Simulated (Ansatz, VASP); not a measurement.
EuO in VASP and in Ansatz

```
CELL_PARAMETERS angstrom
0.00000 2.53062 2.53062
2.53062 0.00000 2.53062
2.53062 2.53062 0.00000
ATOMIC_POSITIONS crystal
Eu 0.50000 0.50000 0.50000
O 0.00000 0.00000 0.00000
```

Alike in both runs: functional PBE; k mesh 14 × 14 × 14; occupations gaussian, width 0.1 eV; collinear spin.

Ansatz relaxed the structure, and its values are those at the end. VASP's run is a single point on that final structure, the one shown.

```csv
,VASP,Ansatz
version,VASP 6.6.1,Ansatz 0.2.0
potentials or method,"VASP PAW PBE potentials, release 64 (Eu, O), cutoff 520 eV","scalar-relativistic, plane waves, PAW"
valence electrons in the cell,23,23
```

```csv
,VASP,Ansatz,Ansatz less VASP
gap on the k mesh at the Fermi level (eV),none,none,-
pressure (GPa),-0.2,0.0,+0.17
net moment per atom (μB),3.47,3.47,+0.003
size of the moment on the site where the two differ most (μB),0.10,0.08,-0.018
```

Site moments also hang on the region over which each program counts them. A gap of «none» marks a metal or a gap that the smearing closes. Ansatz's warnings: given moment on shells.

Spin-orbit coupling is off throughout.
